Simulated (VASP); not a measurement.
Write the native input for VASP 6.6.1 that does the following.

```yaml
Task: single point
Functional: PBEsol
Potentials_or_basis: VASP PAW PBE potentials, release 64 (W_sv, C)
Cutoff: 520 eV
k_mesh: 24 × 24 × 22
Occupations: gaussian, width 0.15 eV
Spin: no spin polarisation
Dipole_correction: no
Further_INCAR_settings: ALGO = Normal; EDIFF = 1e-07; NBANDS = 16
```

The structure of WC lies in POSCAR:

```
WC
1.0
    2.6665405736      0.0000000000      0.0000000000
   -1.3332702868      2.3092918770      0.0000000000
    0.0000000000      0.0000000000      3.0538208559
W C
1 1
Direct
    0.0000000000      0.0000000000      0.0000000000
    0.6666666667      0.3333333333      0.5000000000
```

This cell differs from its parent crystal: strain -0.080 along x and y, +0.080 along z.

These files were run (other wordings do the same):

INCAR

```
PREC     = Accurate       # precision mode
ENCUT    = 520            # plane-wave cutoff, eV
EDIFF    = 1E-7           # SCF threshold, eV
ISMEAR   = 0              # smearing method
SIGMA    = 0.15           # smearing width, eV
LREAL    = F              # projectors in reciprocal space
LASPH    = T              # aspherical terms in the spheres
NELM     = 80             # most SCF steps
ALGO     = Normal         # electronic algorithm
ISIF     = 2              # what is computed and relaxed
LWAVE    = F              # write WAVECAR
LCHARG   = F              # write CHGCAR
GGA      = PS             # functional
NBANDS   = 16             # bands
```

KPOINTS

```
regular mesh
0
Gamma
  24 24 22
```

Potentials or basis: VASP PAW PBE potentials, release 64 (W_sv, C).

Run with:

```bash
$ cat potpaw_PBE.64/W_sv/POTCAR potpaw_PBE.64/C/POTCAR > POTCAR
$ mpirun -np 1 vasp_std > vasp.out
```

It gave:

```
Pressure               : 46.5 GPa
Band gap on the k mesh : zero (bands 9 and 10 overlap by 1.15 eV)
```

Caveat: the cell differs from its parent crystal (strain -0.080 along x and y, +0.080 along z); the stress differs along the axes, from -35 to 87 GPa; the PAW data sets were made with another functional, which shifts forces and pressure a little; spin-orbit coupling is left out, which moves the levels of the heavy elements.

Wall time 110 s on 1 thread of Intel Xeon 8259CL (shared host), peak memory 0.32 GiB.
